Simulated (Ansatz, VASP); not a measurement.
# One calculation of MgCd3O, two programs

```
CELL_PARAMETERS angstrom
4.34254 0.00000 0.00000
0.00000 4.34254 0.00000
0.00000 0.00000 5.42566
ATOMIC_POSITIONS crystal
Mg 0.00000 0.00000 0.04270
Cd 0.50000 0.50000 0.07856
Cd 0.00000 0.50000 0.48792
Cd 0.50000 0.00000 0.48792
O 0.50000 0.50000 0.67081
```

Change from the starting cell: species swapped into the NdBPt3 type (P4mm, No. 99).

Alike in both runs: functional PBE; k mesh 10 × 10 × 8; occupations gaussian, width 0.1 eV; no spin polarisation.

Ansatz relaxed the structure, and its values are those at the end. VASP's run is a single point on that final structure, the one shown.

|  | VASP | Ansatz |
| --- | --- | --- |
| version | VASP 6.6.1 | Ansatz 0.2.0 |
| potentials or method | VASP PAW PBE potentials, release 64 (Mg, Cd, O), cutoff 600 eV | scalar-relativistic, plane waves, PAW |
| valence electrons in the cell | 44 | 76 |

VASP gave:

- gap on the k mesh at the Fermi level (eV): none
- pressure (GPa): 0.2
- rms of the force components (eV/Å): 0.019

**Question.** What did Ansatz give for the same quantities?

**Answer.** gap on the k mesh at the Fermi level (eV): none; pressure (GPa): 0.0; rms of the force components (eV/Å): 0.002.

A gap of «none» marks a metal or a gap that the smearing closes. VASP's potentials hold 44 valence electrons a cell and Ansatz's 76, so a difference there can come from the potentials and not from the codes.
